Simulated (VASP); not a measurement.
# TiO2 (P1) in VASP: notebook

Runs on TiO2. Level: r2SCAN+D3(BJ). Tasks: single point.

Everything below comes from runs of VASP 6.6.1. Logs are shortened: lines on timing, memory, paths and dates and some standing lists are left out, and cuts for length are marked.

### Step 1. The cell of the first run

The typed cell holds 12 atoms: a = 6.435 Å, b = 6.435 Å, c = 6.616 Å, α = 106.18°, β = 106.18°, γ = 34.04°.

### Step 2. Single point, r2SCAN+D3(BJ)

File POSCAR:

```
TiO2
1.0
    6.1535770000     -1.8834680000      0.0000000000
    6.1535770000      1.8834680000      0.0000000000
   -1.9283260000      0.0000000000      6.3289670000
Ti O
4 8
Direct
    0.7707739247      0.8220622928      0.7126597437
    0.0817270400      0.0905405691      0.7187902860
    0.1076995344      0.2534944192      0.2873138697
    0.8687833000      0.9194345455      0.2674528086
    0.0052609323      0.0957323393      0.3654308831
    0.6373661308      0.6314196533      0.6799529844
    0.0129038916      0.1800423829      0.0128140975
    0.9145974458      0.9695492687      0.6620985700
    0.6480602359      0.8076594433      0.3409087139
    0.8352583907      0.8566550908      0.9923736370
    0.2716600683      0.2357157359      0.6679763064
    0.2856468466      0.4293179894      0.2585098010
```

File INCAR.step1:

```
SYSTEM = TiO2
ALGO = Normal
EDIFF = 1E-4
ENCUT = 520
GGA = PE
ISMEAR = -1
LASPH = .True.
LCHARG = .False.
LREAL = .False.
LWAVE = .True.
NBANDS = 60
NELM = 60
PREC = Accurate
SIGMA = 0.36
```

File INCAR.step2:

```
SYSTEM = TiO2
ALGO = Normal
EDIFF = 1E-7
ENCUT = 520
ISIF = 2
ISMEAR = -1
ISTART = 1
IVDW = 12
LASPH = .True.
LCHARG = .False.
LMIXTAU = .True.
LREAL = .False.
LWAVE = .False.
METAGGA = R2SCAN
NBANDS = 60
NELM = 60
PREC = Accurate
SIGMA = 0.36
VDW_A1 = 0.49484001
VDW_A2 = 5.73083694
VDW_S6 = 1.0
VDW_S8 = 0.78981345
```

File KPOINTS:

```
k-points
0
Gamma
  5 5 3
  0 0 0
```

Potentials or basis: VASP PAW PBE potentials, release 64 (Ti_sv, O).

Started as:

```
$ cat potpaw_PBE.64/Ti_sv/POTCAR potpaw_PBE.64/O/POTCAR > POTCAR
$ cp INCAR.step1 INCAR
$ mpirun -np 1 vasp_std > vasp.out
$ cp INCAR.step2 INCAR
$ mpirun -np 1 vasp_std > vasp.out
```

OUTCAR:

```text
SYSTEM = TiO2
   EDIFF = 1E-7
   ENCUT = 520
   ISIF = 2
   ISMEAR = -1
   ISTART = 1
   IVDW = 12
   LASPH = .True.
   LREAL = .False.
   METAGGA = R2SCAN
   NELM = 60
   PREC = Accurate
 IVDW          = 12

 ion  position               nearest neighbor table
   1  0.771  0.822  0.713-  10 1.77  11 1.80   8 1.92   6 1.95  11 2.11   9 2.37
   2  0.082  0.091  0.719-   8 1.70   7 1.94   6 1.99   6 2.04  11 2.19   5 2.25
   3  0.108  0.253  0.287-   7 1.81   5 1.82   9 1.95   9 2.00  12 2.24  11 2.44
   4  0.869  0.919  0.267-  10 1.74  12 1.76   5 1.84  12 2.10   9 2.25
   5  0.005  0.096  0.365-   3 1.82   4 1.84   2 2.25
   6  0.637  0.631  0.680-   1 1.95   2 1.99   2 2.04
   7  0.013  0.180  0.013-   3 1.81   2 1.94
   8  0.915  0.970  0.662-   2 1.70   1 1.92
   9  0.648  0.808  0.341-   3 1.95   3 2.00   4 2.25   1 2.37
  10  0.835  0.857  0.992-   4 1.74   1 1.77
  11  0.272  0.236  0.668-   1 1.80   1 2.11   2 2.19   3 2.44
  12  0.286  0.429  0.259-   4 1.76   4 2.10   3 2.24

  LATTYP: Found a base centered monoclinic cell.
 ALAT       =    12.3071540000
 B/A-ratio  =     0.3060769370
 C/A-ratio  =     0.5375907576
 COS(beta)  =    -0.2914546766

  Lattice vectors:

 A1 = (   6.1535770000,  -1.8834680000,   0.0000000000)
 A2 = (   6.1535770000,   1.8834680000,   0.0000000000)
 A3 = (  -1.9283260000,   0.0000000000,   6.3289670000)

Analysis of symmetry for initial positions (statically):
=====================================================================
 Subroutine PRICEL returns:
 Original cell was already a primitive cell.

 Routine SETGRP: Setting up the symmetry group for a
 base centered monoclinic supercell.

 Subroutine GETGRP returns: Found  1 space group operations
 (whereof  1 operations were pure point group operations)
 out of a pool of  4 trial point group operations.

The static configuration has the point symmetry C_1 .

Analysis of symmetry for dynamics (positions and initial velocities):
=====================================================================
 Subroutine PRICEL returns:
 Original cell was already a primitive cell.

 Routine SETGRP: Setting up the symmetry group for a
 base centered monoclinic supercell.

 Subroutine GETGRP returns: Found  1 space group operations
 (whereof  1 operations were pure point group operations)
 out of a pool of  4 trial point group operations.

The dynamic configuration has the point symmetry C_1 .

 Subroutine INISYM returns: Found  1 space group operations
 (whereof  1 operations are pure point group operations),
 and found     1 'primitive' translations

----------------------------------------------------------------------------------------

                                     Primitive cell

  volume of cell :     146.7063

  direct lattice vectors                    reciprocal lattice vectors
     6.153577000 -1.883468000  0.000000000     0.081253554 -0.265467744  0.024756542
     6.153577000  1.883468000  0.000000000     0.081253554  0.265467744  0.024756542
    -1.928326000  0.000000000  6.328967000     0.000000000  0.000000000  0.158003668

  length of vectors
     6.435368024  6.435368024  6.616212243     0.278725939  0.278725939  0.158003668

  position of ions in fractional coordinates (direct lattice)
     0.770773925  0.822062293  0.712659744
     0.081727040  0.090540569  0.718790286
     0.107699534  0.253494419  0.287313870
     0.868783300  0.919434546  0.267452809
     0.005260932  0.095732339  0.365430883
     0.637366131  0.631419653  0.679952984
     0.012903892  0.180042383  0.012814097
     0.914597446  0.969549269  0.662098570
     0.648060236  0.807659443  0.340908714
     0.835258391  0.856655091  0.992373637
     0.271660068  0.235715736  0.667976306
     0.285646847  0.429317989  0.258509801

  ion indices of the primitive-cell ions
   primitive index   ion index
                 1           1
                 2           2
                 3           3
                 4           4
                 5           5
                 6           6
                 7           7
                 8           8
                 9           9
                10          10
                11          11
                12          12

----------------------------------------------------------------------------------------

 KPOINTS: k-points

Automatic generation of k-mesh.
 Grid dimensions read from file:
 generate k-points for:    5    5    3

 Generating k-lattice:

  Cartesian coordinates                     Fractional coordinates (reciprocal lattice)
     0.016250711 -0.053093549  0.004951308     0.200000000  0.000000000  0.000000000
     0.016250711  0.053093549  0.004951308     0.000000000  0.200000000  0.000000000
     0.000000000  0.000000000  0.052667889     0.000000000  0.000000000  0.333333333

  Length of vectors
     0.055745188  0.055745188  0.052667889

  Shift w.r.t. Gamma in fractional coordinates (k-lattice)
     0.000000000  0.000000000  0.000000000

 Subroutine IBZKPT returns following result:
 ===========================================

 Found     38 irreducible k-points:

 Following reciprocal coordinates:
            Coordinates               Weight
  0.000000  0.000000  0.000000      1.000000
  0.200000 -0.000000  0.000000      2.000000
  0.000000 -0.200000  0.000000      2.000000
  0.400000 -0.000000  0.000000      2.000000
  0.000000 -0.400000  0.000000      2.000000
  0.200000  0.200000  0.000000      2.000000
[... 16 lines left out ...]
  0.200000  0.200000  0.333333      2.000000
  0.400000  0.200000  0.333333      2.000000
 [... further k-points ...]
   k-points           NKPTS =     38   k-points in BZ     NKDIM =     38   number of bands    NBANDS=     60
   number of dos      NEDOS =    301   number of ions     NIONS =     12
   total plane-waves  NPLWV = 115200
   dimension x,y,z NGX =    48 NGY =   48 NGZ =   50
   dimension x,y,z NGXF=    96 NGYF=   96 NGZF=  100
   ions per type =               4   8
   NGX,Y,Z   is equivalent  to a cutoff of  12.40, 12.40, 12.56 a.u.
   NGXF,Y,Z  is equivalent  to a cutoff of  24.80, 24.80, 25.13 a.u.
 SYSTEM =  TiO2
   PREC   = accura    normal or accurate (medium, high low for compatibility)
   ISTART =      1    job   : 0-new  1-cont  2-samecut
   ICHARG =      0    charge: 1-file 2-atom 10-const
   ISPIN  =      1    spin polarized calculation?
   LNONCOLLINEAR =      F non collinear calculations
   LSORBIT =      F    spin-orbit coupling
   LASPH  =      T    aspherical Exc in radial PAW
   ENCUT  =  520.0 eV  38.22 Ry    6.18 a.u.  11.97 11.97 12.30*2*pi/ulx,y,z
   NELM   =     60;   NELMIN=  2; NELMDL=  0     # of ELM steps
   EDIFF  = 0.1E-06   stopping-criterion for ELM
   LREAL  =      F    real-space projection
   EDIFFG = 0.1E-05   stopping-criterion for IOM
   NSW    =      0    number of steps for IOM
   IBRION =     -1    ionic relax: 0-MD 1-quasi-New 2-CG
   NFREE  =      0    steps in history (QN), initial steepest desc. (CG)
   ISIF   =      2    stress and relaxation
   ISYM   =      2    0-nonsym 1-usesym 2-fastsym
   POTIM  = 0.5000    time-step for ionic-motion
   TEBEG  =    0.0;   TEEND  =   0.0 temperature during run
   PSTRESS=    0.0 pullay stress
   NELECT =      96.0000    total number of electrons
   NUPDOWN=      -1.0000    fix difference up-down
   EMIN   =  10.00;   EMAX   =-10.00  energy-range for DOS
   EFERMI =   0.00;   METHOD = LEGACY
   ISMEAR =    -1;   SIGMA  =   0.36  broadening in eV -4-tet -1-fermi 0-gaus
   EFERMI_NEDOS =   21; number of points for ismear=-14 and -15
   IALGO  =     38    algorithm
   IMIX   =      4    mixing-type and parameters
     AMIX     =   0.40;   BMIX     =  1.00
     AMIX_MAG =   1.60;   BMIX_MAG =  1.00
  volume/ion in A,a.u.               =      12.23        82.50
  Fermi-wavevector in a.u.,A,eV,Ry     =   1.421289  2.685846 27.484611  2.020062
  Thomas-Fermi vector in A             =   2.542114
   LORBIT       =      0    0 simple, 1 ext, 2 COOP (PROOUT), +10 PAW based schemes
   METAGGA = R2SCAN    functional components
   LHFCALC =     F    Hartree Fock is set to
   AEXX    =    0.0000 exact exchange contribution
   IVDW    =    12    specifies the selected vdW correction
   LEPSILON=     F    determine dielectric tensor
   LRPA    =     F    only Hartree local field effects (RPA)
 non-spin polarized calculation
  energy-cutoff  :      520.00
  volume of cell :      146.71
 maximum number of plane-waves:      3965
   NGX = 23   NGY = 23   NGZ = 25

 number of electron      96.0000009 magnetization

 Free energy of the ion-electron system (eV)
  ---------------------------------------------------
  ext. energy  EPLUGINS =         0.00000000
  ---------------------------------------------------
  free energy    TOTEN  =      -137.71965052 eV

  energy without entropy =     -137.53134023  energy(sigma->0) =     -137.62549538

 E-fermi :   3.9557     XC(G=0): -10.9719

 val. band max:        2.4259228714   @ k =   0.0000  -0.4000   0.0000
 cond. band min:       5.4357592048   @ k =   0.0000   0.0000   0.3333
 fundamental gap:      3.0098363334
 Fermi energy:         3.9556700922

 k-point     1 :       0.0000    0.0000    0.0000
  band No.  band energies     occupation
      1     -56.0857      2.00000
      2     -56.0537      2.00000
      3     -55.8916      2.00000
      4     -55.7945      2.00000
      5     -31.5540      2.00000
      6     -31.4074      2.00000
[... 52 lines left out ...]
     59       7.7365      0.00005
     60       7.8527      0.00004

 k-point     2 :       0.2000   -0.0000    0.0000
  band No.  band energies     occupation
      1     -56.0847      2.00000
      2     -56.0528      2.00000
      3     -55.8909      2.00000
      4     -55.7937      2.00000
      5     -31.5453      2.00000
      6     -31.4043      2.00000
[... 1383 lines left out ...]
      4     -55.7938      2.00000
      5     -31.5292      2.00000
      6     -31.3926      2.00000
[... 52 lines left out ...]
     59       7.3187      0.00018
     60       7.4900      0.00011

 [... further k-points ...]

------------------------ aborting loop because EDIFF is reached ----------------------------------------

 Edisp (eV)   -1.19122

 E8    (eV) :    -0.3665

  FORCE on cell =-STRESS in cart. coord.  units (eV):
  Direction    XX          YY          ZZ          XY          YZ          ZX
  --------------------------------------------------------------------------------------
  -------------------------------------------------------------------------------------
  Total       2.43726    -3.31916     0.26940     1.71114     0.04733     1.11816
  in kB      26.61729   -36.24846     2.94213    18.68737     0.51688    12.21141
  external pressure =       -2.23 kB  Pullay stress =        0.00 kB

 VOLUME and BASIS-vectors are now :
 -----------------------------------------------------------------------------
  energy-cutoff  :      520.00
  volume of cell :      146.71
      direct lattice vectors                 reciprocal lattice vectors
     6.153577000 -1.883468000  0.000000000     0.081253554 -0.265467744  0.024756542
     6.153577000  1.883468000  0.000000000     0.081253554  0.265467744  0.024756542
    -1.928326000  0.000000000  6.328967000     0.000000000  0.000000000  0.158003668

 POSITION                                       TOTAL-FORCE (eV/Angst)
 -----------------------------------------------------------------------------------
      8.42740      0.09660      4.51040        -0.602384     -0.887714     -0.255975
     -0.32600      0.01660      4.54920         2.895177      0.255102      1.166346
      1.66860      0.27460      1.81840         0.611823     -0.050309     -1.557418
     10.48820      0.09540      1.69270        -1.203046      1.385238      1.125952
     -0.08320      0.17040      2.31280        -0.480532     -0.183378      1.058610
      6.49640     -0.01120      4.30340        -1.857591      0.193069      0.877123
      1.16260      0.31480      0.08110         1.847633     -0.541806     -0.060778
     10.31750      0.10350      4.19040        -2.197068     -0.257170     -1.988407
      8.30050      0.30060      2.15760         0.776061     -1.367579      0.148157
      8.49770      0.04030      6.28070         0.521117      0.713287     -1.469619
      1.83410     -0.06770      4.22760         0.712926      2.706462     -0.515831
      3.90110      0.27060      1.63610        -1.024117     -1.965202      1.471839
 -----------------------------------------------------------------------------------
    total drift:                               -0.007288     -0.000223     -0.013324

  FREE ENERGIE OF THE ION-ELECTRON SYSTEM (eV)
  ---------------------------------------------------
  free  energy   TOTEN  =      -138.9108717320 eV

  energy  without entropy=     -138.7225614412  energy(sigma->0) =     -138.81671659
```

Wall time 17 min (1 thread of Intel Xeon 6975P-C (Granite Rapids), shared host); peak memory 0.51 GiB.

What came out:

```
Free energy                : -138.9109 eV
Pressure                   : -0.2 GPa
Largest force              : 3.132 eV/Å
Band gap on the k mesh     : 3.01 eV (least direct gap 3.25 eV)
Dispersion energy per atom : -0.099 eV
```

Forces on the atoms (eV/Å):
```
Ti  -0.602 -0.888 -0.256
Ti   2.895  0.255  1.166
Ti   0.612 -0.050 -1.557
Ti  -1.203  1.385  1.126
O   -0.481 -0.183  1.059
O   -1.858  0.193  0.877
O    1.848 -0.542 -0.061
O   -2.197 -0.257 -1.988
O    0.776 -1.368  0.148
O    0.521  0.713 -1.470
O    0.713  2.706 -0.516
O   -1.024 -1.965  1.472
```

Levels at points of the mesh, in eV from the valence-band top:
```tsv
k point	band 45	band 46	band 47	band 48	band 49	band 50	band 51	band 52
(0.00, 0.00, 0.00)	-0.87	-0.77	-0.59	-0.23	3.08	3.30	3.42	3.63
```

Caveat: the atoms stand as in a frame of molecular dynamics; the PAW data sets were made with another functional, which shifts forces and pressure a little; an odd mesh through Γ misses points on the zone boundary, where band edges can lie.

(Part 1 of 2 ends here.)
